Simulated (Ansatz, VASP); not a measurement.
## SiF: VASP beside Ansatz

```
Si F
1.0
     3.02860    0.00000    0.00000
     0.00000    3.02860    0.00000
     0.00000    0.00000    3.02860
Si F
1 1
Direct
  0.50000 0.50000 0.50000
  0.00000 0.00000 0.00000
```

Alike in both runs: task electric field gradients; functional PBE; k mesh 9 × 9 × 9; occupations fermi-dirac, width 0.05 eV; no spin polarisation.

|  | VASP | Ansatz |
| --- | --- | --- |
| version | VASP 6.6.1 | Ansatz 0.2.0 |
| potentials or method | VASP PAW PBE potentials, release 64 (Si, F), cutoff 520 eV | all-electron PAW datasets made for the crystal |

```csv
,VASP,Ansatz,Ansatz less VASP
gap on the k mesh at the Fermi level (eV),none,none,-
pressure (GPa),0.0,0.2,+0.21
```

A gap of «none» marks a metal or a gap that the smearing closes. Ansatz ran all-electron here, and VASP with PAW potentials.
